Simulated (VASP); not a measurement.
A run of VASP 6.6.1:

The input INCAR:

```
ALGO = Normal ; EDIFF = 1E-6
ENCUT = 520 ; GGA = PE
ISIF = 2 ; ISMEAR = -1
LASPH = T ; LCHARG = F
LREAL = F ; LWAVE = F
NBANDS = 21 ; NELM = 80
PREC = Accurate ; SIGMA = 0.05
```

Contents of KPOINTS:

```
k-points
0
Gamma
  15 15 8
```

POSCAR

```
Ge
1.0
    3.0054312284      0.0000000000      0.0000000000
   -1.5027156142      2.6027797931      0.0000000000
    0.0000000000      0.0000000000      5.1035333278
Ge
2
Direct
    0.3333333333      0.6666666667      0.2500000000
    0.6666666667      0.3333333333      0.7500000000
```

Potentials or basis: VASP PAW PBE potentials, release 64 (Ge_d).

The run is started by

```bash
$ cat potpaw_PBE.64/Ge_d/POTCAR > POTCAR
$ mpirun -np 1 vasp_std > vasp.out
```

Hardware: 1 thread of Intel Xeon 8259CL, on a shared host.

Problem. How long does it take, and how much memory?

Solution. Run time: 63 s on 1 thread of Intel Xeon 8259CL, with other jobs on the host, peak memory 0.22 GiB. Counts: scf iterations 11, k points 135.
